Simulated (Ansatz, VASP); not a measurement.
Two plane-wave programs on NaF

POSCAR

```
NaF
1.0
    0.0000000000      2.2971680881      2.2971680881
    2.2971680881      0.0000000000      2.2971680881
    2.2971680881      2.2971680881      0.0000000000
Na F
1 1
Direct
    0.0000000000      0.0000000000      0.0000000000
    0.5000000000      0.5000000000      0.5000000000
```

File INCAR.step1:

```
SYSTEM = NaF
  PREC = Accurate
  ENCUT = 520
  EDIFF = 1E-5
  ISMEAR = 0
  SIGMA = 0.01
  LREAL = .FALSE.
  LASPH = .TRUE.
  NELM = 60
  ALGO = Normal
  ISIF = 2
  LWAVE = .TRUE.
  LCHARG = .FALSE.
  GGA = PE
  NBANDS = 14
```

INCAR.step2

```
SYSTEM = NaF
  PREC = Accurate
  ENCUT = 520
  EDIFF = 1E-7
  ISMEAR = 0
  SIGMA = 0.01
  LREAL = .FALSE.
  LASPH = .TRUE.
  NELM = 60
  ALGO = Normal
  ISIF = 2
  LWAVE = .FALSE.
  LCHARG = .FALSE.
  GGA = PE
  LHFCALC = .TRUE.
  AEXX = 0.75
  PRECFOCK = Normal
  ISTART = 1
  NBANDS = 14
```

KPOINTS

```
regular mesh
0
G
  4 4 4
  0 0 0
```

Input for Ansatz:

```yaml
crystal:
  lattice:
    - [0.0, 2.2971680881, 2.2971680881]
    - [2.2971680881, 0.0, 2.2971680881]
    - [2.2971680881, 2.2971680881, 0.0]
  atoms:
    - { symbol: Na, position: [0.0, 0.0, 0.0] }
    - { symbol: F, position: [0.5, 0.5, 0.5] }
kpoints:
  mp_grid: { grid: [4, 4, 4] }
hamiltonian:
  xc: { exchange: pbe, correlation: pbe, exx: { coeff: 0.75 } }
scf:
  occupations: { method: fixed }
  n_extra_bands: 4
output:
  forces: true
  stress: true
  eigenvalues: true
```

Alike in both runs: task single point; functional PBE-based global hybrid; k mesh 4 × 4 × 4; no spin polarisation.

|  | VASP | Ansatz |
| --- | --- | --- |
| version | VASP 6.6.1 | Ansatz 0.2.0 |
| potentials or method | VASP PAW PBE potentials, release 64 (Na_pv, F) | plane waves |
| plane-wave cutoff (eV) | 520 | 420 |
| occupations | gaussian, width 0.01 eV | fixed |
| valence electrons in the cell | 14 | 16 |

|  | VASP | Ansatz | Ansatz less VASP |
| --- | --- | --- | --- |
| gap on the k mesh at the Fermi level (eV) | 15.51 | 15.54 | +0.026 |
| pressure (GPa) | -2.2 | -2.4 | -0.20 |

VASP's potentials were made for PBE, not for PBE-based global hybrid. VASP's potentials hold 14 valence electrons a cell and Ansatz's 16, so a difference there can come from the potentials and not from the codes. Ansatz's warnings: stress exchange threshold loose, stress scf threshold loose.

The k mesh is coarse, so the values compare programs but aren't converged.
